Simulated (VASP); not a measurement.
# LuBeBr (P4/nmm) in VASP: single point with PBE

Aim: the single point of LuBeBr with PBE.

Everything below comes from runs of VASP 6.6.1. Logs are shortened: lines on timing, memory, paths and dates and some standing lists are left out, and cuts for length are marked.

## Step 1: The cell of the first run

Symmetry: P4/nmm, No. 129, tetragonal system. The conventional cell has a = 3.784 Å, b = 3.784 Å, c = 8.396 Å, α = 90.00°, β = 90.00°, γ = 90.00°. Within 2.9 Å of Lu (site symmetry 4mm) lie 4 Be at 2.20 Å. Within 4.1 Å of Br (site symmetry 4mm) lie 5 Lu at 3.14 to 3.87 Å and 4 Be at 3.34 Å and 8 Br at 3.78 to 3.93 Å. Be (site symmetry -4m2) has 4 Lu at 2.20 Å and 4 Be at 2.68 Å within 2.9 Å.

## Step 2: Single point, PBE

File INCAR:

```
SYSTEM = LuBeBr
PREC     = Accurate       ! precision mode
ENCUT    = 520            ! plane-wave cutoff, eV
EDIFF    = 1E-6           ! SCF threshold, eV
ISMEAR   = 0              ! smearing method
SIGMA    = 0.0108         ! smearing width, eV
LREAL    = .False.        ! projectors in reciprocal space
LASPH    = .True.         ! aspherical terms in the spheres
NELM     = 100            ! most SCF steps
ALGO     = Normal         ! electronic algorithm
ISIF     = 2              ! what is computed and relaxed
LWAVE    = .False.        ! write WAVECAR
LCHARG   = .True.         ! write CHGCAR
GGA      = PE             ! functional
LELF     = .True.         ! ELF
LVHAR    = .True.       
NBANDS   = 43             ! bands
```

File KPOINTS:

```
Automatic mesh
0
Gamma
  7 7 3
  0 0 0
```

File POSCAR:

```
LuBeBr
1.0
    3.7836750000      0.0000000000      0.0000000000
    0.0000000000      3.7836750000      0.0000000000
    0.0000000000      0.0000000000      8.3963300000
Lu Br Be
2 2 2
Direct
    0.7500000000      0.7500000000      0.3672400000
    0.2500000000      0.2500000000      0.6327600000
    0.2500000000      0.2500000000      0.1718000000
    0.7500000000      0.7500000000      0.8282000000
    0.7500000000      0.2500000000      0.5000000000
    0.2500000000      0.7500000000      0.5000000000
```

Potentials or basis: VASP PAW PBE potentials, release 64 (Lu, Br, Be).

Launch:

```bash
cat potpaw_PBE.64/Lu/POTCAR potpaw_PBE.64/Br/POTCAR potpaw_PBE.64/Be/POTCAR > POTCAR
mpirun -np 1 vasp_std > vasp.out
```

OUTCAR:

```text
SYSTEM = LuBeBr
   PREC = Accurate
   ENCUT = 520
   EDIFF = 1E-6
   ISMEAR = 0
   LREAL = .False.
   LASPH = .True.
   NELM = 100
   ISIF = 2
   GGA = PE

 ion  position               nearest neighbor table
   1  0.750  0.750  0.367-   5 2.20   6 2.20   5 2.20   6 2.20   3 3.14   3 3.14   3 3.14   3 3.14
                             2 3.48   2 3.48   2 3.48   2 3.48
   2  0.250  0.250  0.633-   5 2.20   6 2.20   6 2.20   5 2.20   4 3.14   4 3.14   4 3.14   4 3.14
                             1 3.48   1 3.48   1 3.48   1 3.48
   3  0.250  0.250  0.172-   1 3.14   1 3.14   1 3.14   1 3.14
   4  0.750  0.750  0.828-   2 3.14   2 3.14   2 3.14   2 3.14
   5  0.750  0.250  0.500-   1 2.20   2 2.20   1 2.20   2 2.20
   6  0.250  0.750  0.500-   1 2.20   2 2.20   2 2.20   1 2.20

  LATTYP: Found a simple tetragonal cell.
 ALAT       =     3.7836750000
 C/A-ratio  =     2.2190938704

  Lattice vectors:

 A1 = (   3.7836750000,   0.0000000000,   0.0000000000)
 A2 = (   0.0000000000,   3.7836750000,   0.0000000000)
 A3 = (   0.0000000000,   0.0000000000,   8.3963300000)

Analysis of symmetry for initial positions (statically):
=====================================================================
 Subroutine PRICEL returns:
 Original cell was already a primitive cell.

 Routine SETGRP: Setting up the symmetry group for a
 simple tetragonal supercell.

 Subroutine GETGRP returns: Found 16 space group operations
 (whereof  4 operations were pure point group operations)
 out of a pool of 16 trial point group operations.

The static configuration has the point symmetry C_2h.
 The point group associated with its full space group is D_4h.

Analysis of symmetry for dynamics (positions and initial velocities):
=====================================================================
 Subroutine PRICEL returns:
 Original cell was already a primitive cell.

 Routine SETGRP: Setting up the symmetry group for a
 simple tetragonal supercell.

 Subroutine GETGRP returns: Found 16 space group operations
 (whereof  4 operations were pure point group operations)
 out of a pool of 16 trial point group operations.

The dynamic configuration has the point symmetry C_2h.
 The point group associated with its full space group is D_4h.

 Subroutine INISYM returns: Found 16 space group operations
 (whereof  4 operations are pure point group operations),
 and found     1 'primitive' translations

----------------------------------------------------------------------------------------

                                     Primitive cell

  volume of cell :     120.2035

  direct lattice vectors                    reciprocal lattice vectors
     3.783675000  0.000000000  0.000000000     0.264293313  0.000000000  0.000000000
     0.000000000  3.783675000  0.000000000     0.000000000  0.264293313  0.000000000
     0.000000000  0.000000000  8.396330000     0.000000000  0.000000000  0.119099654

  length of vectors
     3.783675000  3.783675000  8.396330000     0.264293313  0.264293313  0.119099654

  position of ions in fractional coordinates (direct lattice)
     0.750000000  0.750000000  0.367240000
     0.250000000  0.250000000  0.632760000
     0.250000000  0.250000000  0.171800000
     0.750000000  0.750000000  0.828200000
     0.750000000  0.250000000  0.500000000
     0.250000000  0.750000000  0.500000000

  ion indices of the primitive-cell ions
   primitive index   ion index
                 1           1
                 2           2
                 3           3
                 4           4
                 5           5
                 6           6

----------------------------------------------------------------------------------------

 KPOINTS: Automatic mesh

Automatic generation of k-mesh.
 Grid dimensions read from file:
 generate k-points for:    7    7    3

 Generating k-lattice:

  Cartesian coordinates                     Fractional coordinates (reciprocal lattice)
     0.037756188  0.000000000  0.000000000     0.142857143  0.000000000  0.000000000
     0.000000000  0.037756188  0.000000000     0.000000000  0.142857143  0.000000000
     0.000000000  0.000000000  0.039699885     0.000000000  0.000000000  0.333333333

  Length of vectors
     0.037756188  0.037756188  0.039699885

  Shift w.r.t. Gamma in fractional coordinates (k-lattice)
     0.000000000  0.000000000  0.000000000

 Subroutine IBZKPT returns following result:
 ===========================================

 Found     20 irreducible k-points:

 Following reciprocal coordinates:
            Coordinates               Weight
  0.000000  0.000000  0.000000      1.000000
  0.142857  0.000000  0.000000      4.000000
  0.285714  0.000000  0.000000      4.000000
  0.428571  0.000000  0.000000      4.000000
  0.142857  0.142857  0.000000      4.000000
  0.285714  0.142857  0.000000      8.000000
[... 12 lines left out ...]
  0.428571  0.285714  0.333333     16.000000
  0.428571  0.428571  0.333333      8.000000
   k-points           NKPTS =     20   k-points in BZ     NKDIM =     20   number of bands    NBANDS=     43
   number of dos      NEDOS =    301   number of ions     NIONS =      6
   total plane-waves  NPLWV =  50176
   dimension x,y,z NGX =    28 NGY =   28 NGZ =   64
   dimension x,y,z NGXF=    56 NGYF=   56 NGZF=  128
   ions per type =               2   2   2
   NGX,Y,Z   is equivalent  to a cutoff of  12.30, 12.30, 12.67 a.u.
   NGXF,Y,Z  is equivalent  to a cutoff of  24.61, 24.61, 25.34 a.u.
 SYSTEM =  LuBeBr
   PREC   = accura    normal or accurate (medium, high low for compatibility)
   ISTART =      0    job   : 0-new  1-cont  2-samecut
   ICHARG =      2    charge: 1-file 2-atom 10-const
   ISPIN  =      1    spin polarized calculation?
   LNONCOLLINEAR =      F non collinear calculations
   LSORBIT =      F    spin-orbit coupling
   LASPH  =      T    aspherical Exc in radial PAW
   ENCUT  =  520.0 eV  38.22 Ry    6.18 a.u.   7.04  7.04 15.61*2*pi/ulx,y,z
   NELM   =    100;   NELMIN=  2; NELMDL= -5     # of ELM steps
   EDIFF  = 0.1E-05   stopping-criterion for ELM
   LREAL  =      F    real-space projection
   EDIFFG = 0.1E-04   stopping-criterion for IOM
   NSW    =      0    number of steps for IOM
   IBRION =     -1    ionic relax: 0-MD 1-quasi-New 2-CG
   NFREE  =      0    steps in history (QN), initial steepest desc. (CG)
   ISIF   =      2    stress and relaxation
   ISYM   =      2    0-nonsym 1-usesym 2-fastsym
   POTIM  = 0.5000    time-step for ionic-motion
   TEBEG  =    0.0;   TEEND  =   0.0 temperature during run
   PSTRESS=    0.0 pullay stress
   NELECT =      68.0000    total number of electrons
   NUPDOWN=      -1.0000    fix difference up-down
   EMIN   =  10.00;   EMAX   =-10.00  energy-range for DOS
   EFERMI =   0.00;   METHOD = LEGACY
   ISMEAR =     0;   SIGMA  =   0.01  broadening in eV -4-tet -1-fermi 0-gaus
   EFERMI_NEDOS =   21; number of points for ismear=-14 and -15
   IALGO  =     38    algorithm
   IMIX   =      4    mixing-type and parameters
     AMIX     =   0.40;   BMIX     =  1.00
     AMIX_MAG =   1.60;   BMIX_MAG =  1.00
  volume/ion in A,a.u.               =      20.03       135.20
  Fermi-wavevector in a.u.,A,eV,Ry     =   1.353959  2.558611 24.942257  1.833204
  Thomas-Fermi vector in A             =   2.481170
   LORBIT       =      0    0 simple, 1 ext, 2 COOP (PROOUT), +10 PAW based schemes
   GGA     = PE    functional components
   LHFCALC =     F    Hartree Fock is set to
   AEXX    =    0.0000 exact exchange contribution
   IVDW    =     0    specifies the selected vdW correction
   LEPSILON=     F    determine dielectric tensor
   LRPA    =     F    only Hartree local field effects (RPA)
 non-spin polarized calculation
 Gauss-broadening in eV      SIGMA  =   0.01
  energy-cutoff  :      520.00
  volume of cell :      120.20
 maximum number of plane-waves:      3261
   NGX = 15   NGY = 15   NGZ = 31

 number of electron      68.0000016 magnetization

 Free energy of the ion-electron system (eV)
  ---------------------------------------------------
  ext. energy  EPLUGINS =         0.00000000
  ---------------------------------------------------
  free energy    TOTEN  =       -15.41310468 eV

  energy without entropy =      -15.41272604  energy(sigma->0) =      -15.41291536

 E-fermi :   2.8423     XC(G=0):  -9.9665

 val. band max:        2.8178047341   @ k =   0.2857   0.1429   0.0000
 cond. band min:       2.8442812294   @ k =   0.1429   0.1429   0.0000
 fundamental gap:      0.0264764953
 Fermi energy:         2.8423326219

 k-point     1 :       0.0000    0.0000    0.0000
  band No.  band energies     occupation
      1     -52.5754      2.00000
      2     -52.5558      2.00000
      3     -23.4652      2.00000
      4     -23.4652      2.00000
      5     -23.4296      2.00000
      6     -23.3050      2.00000
[... 35 lines left out ...]
     42       7.6243      0.00000
     43       8.0614      0.00000

 k-point     2 :       0.1429    0.0000    0.0000
  band No.  band energies     occupation
      1     -52.5739      2.00000
      2     -52.5563      2.00000
      3     -23.4933      2.00000
      4     -23.4550      2.00000
      5     -23.4404      2.00000
      6     -23.3150      2.00000
[... 35 lines left out ...]
     42       8.0690      0.00000
     43       8.1052      0.00000

 k-point     3 :       0.2857    0.0000    0.0000
  band No.  band energies     occupation
      1     -52.5701      2.00000
      2     -52.5579      2.00000
      3     -23.5462      2.00000
      4     -23.4898      2.00000
      5     -23.4275      2.00000
      6     -23.3274      2.00000
[... 735 lines left out ...]
      6     -23.3933      2.00000
[... 35 lines left out ...]
     42       7.9914      0.00000
     43       8.1369      0.00000

 k-point    20 :       0.4286    0.4286    0.3333
  band No.  band energies     occupation
      1     -52.5612      2.00000
      2     -52.5602      2.00000
      3     -23.5774      2.00000
      4     -23.5750      2.00000
      5     -23.4194      2.00000
      6     -23.3963      2.00000
[... 35 lines left out ...]
     42       7.8868      0.00000
     43       8.0819      0.00000

------------------------ aborting loop because EDIFF is reached ----------------------------------------

  FORCE on cell =-STRESS in cart. coord.  units (eV):
  Direction    XX          YY          ZZ          XY          YZ          ZX
  --------------------------------------------------------------------------------------
  -------------------------------------------------------------------------------------
  Total       15.3163005     15.3163005     19.1919263      0.0000000      0.0000000      0.0000000
  in kB      204.1490247    204.1490247    255.8067494      0.0000000      0.0000000      0.0000000
  external PRESSURE =     221.3682663 kB  Pullay stress =       0.0000000 kB

 VOLUME and BASIS-vectors are now :
 -----------------------------------------------------------------------------
  energy-cutoff  :      520.00
  volume of cell :      120.20
      direct lattice vectors                 reciprocal lattice vectors
     3.783675000  0.000000000  0.000000000     0.264293313  0.000000000  0.000000000
     0.000000000  3.783675000  0.000000000     0.000000000  0.264293313  0.000000000
     0.000000000  0.000000000  8.396330000     0.000000000  0.000000000  0.119099654

 POSITION                                       TOTAL-FORCE (eV/Angst)
 -----------------------------------------------------------------------------------
      2.83776      2.83776      3.08347         0.000000      0.000000     -8.318725
      0.94592      0.94592      5.31286        -0.000000     -0.000000      8.318725
      0.94592      0.94592      1.44249        -0.000000     -0.000000     -0.079907
      2.83776      2.83776      6.95384        -0.000000     -0.000000      0.079907
      2.83776      0.94592      4.19817        -0.000000     -0.000000      0.000000
      0.94592      2.83776      4.19817        -0.000000     -0.000000      0.000000
 -----------------------------------------------------------------------------------
    total drift:                                0.000000     -0.000000      0.000000

  FREE ENERGIE OF THE ION-ELECTRON SYSTEM (eV)
  ---------------------------------------------------
  free  energy   TOTEN  =       -15.4131046792 eV

  energy  without entropy=      -15.4127260410  energy(sigma->0) =      -15.41291536
```

Wall time 1.7 min (1 thread of Intel Xeon Platinum 8375C at 2.90GHz (Ice Lake), shared host); peak memory 0.27 GiB.

What came out:

```yaml
Free_energy: -15.4131 eV
Pressure: 22.1 GPa
Largest_force: 8.319 eV/Å
Band_gap_on_the_k_mesh: zero (band 34 reaches 3.21 eV, above the bottom of band 35 at 2.11 eV)
```

Forces in eV/Å, atoms in the order of the input:
```
Lu   0.000  0.000 -8.319
Lu   0.000  0.000  8.319
Br   0.000  0.000 -0.080
Br   0.000  0.000  0.080
Be   0.000  0.000  0.000
Be   0.000  0.000  0.000
```

Levels at points of the mesh, in eV from the Fermi level:
```
           k point  band 31  band 32  band 33  band 34  band 35  band 36  band 37  band 38
(0.00, 0.00, 0.00)    -2.43    -1.55    -0.77    -0.77    -0.72     0.07     2.68     3.28
```

Caveat: spin-orbit coupling is left out, which moves the levels of the heavy elements; forces of over 1 eV/Å act on the atoms, so gaps and moduli don't describe the material at rest.
